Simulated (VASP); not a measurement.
BaAlSi, 3 atoms in the cell. The structure is hexagonal, space group P-6m2 (No. 187). Conventional cell: a = 4.286 Å, b = 4.286 Å, c = 5.065 Å, α = 90.00°, β = 90.00°, γ = 120.00°. Within 4.7 Å of Ba (site symmetry -6m2) lie 6 Al at 3.54 Å and 6 Si at 3.54 Å and 6 Ba at 4.29 Å. Al (site symmetry -6m2) has 3 Si at 2.47 Å within 3.3 Å. Within 3.3 Å of Si (site symmetry -6m2) lie 3 Al at 2.47 Å. 

- Program: VASP 6.6.1
- Task: single point
- Functional: PBEsol
- Potentials or basis: VASP PAW PBE potentials, release 64 (Ba_sv, Al, Si)
- Cutoff: 520 eV
- k mesh: 12 × 12 × 8
- Occupations: gaussian, width 0.1 eV
- Spin: no spin polarisation
- Dipole correction: no
- Further INCAR settings: ALGO = Normal; EDIFF = 1e-06; NBANDS = 16

Potentials or basis: VASP PAW PBE potentials, release 64 (Ba_sv, Al, Si).

Launch:

```bash
$ cat potpaw_PBE.64/Ba_sv/POTCAR potpaw_PBE.64/Al/POTCAR potpaw_PBE.64/Si/POTCAR > POTCAR
$ mpirun -np 1 vasp_std > vasp.out
```

Hardware: 1 thread of Oxide Virtual Turin-like Processor, on a shared host.

How long does it take, and how much memory?

Run time: 110 s on 1 thread of Oxide Virtual Turin-like Processor, with other jobs on the host, peak memory 0.25 GiB. Counts: scf iterations 13, k points 95.
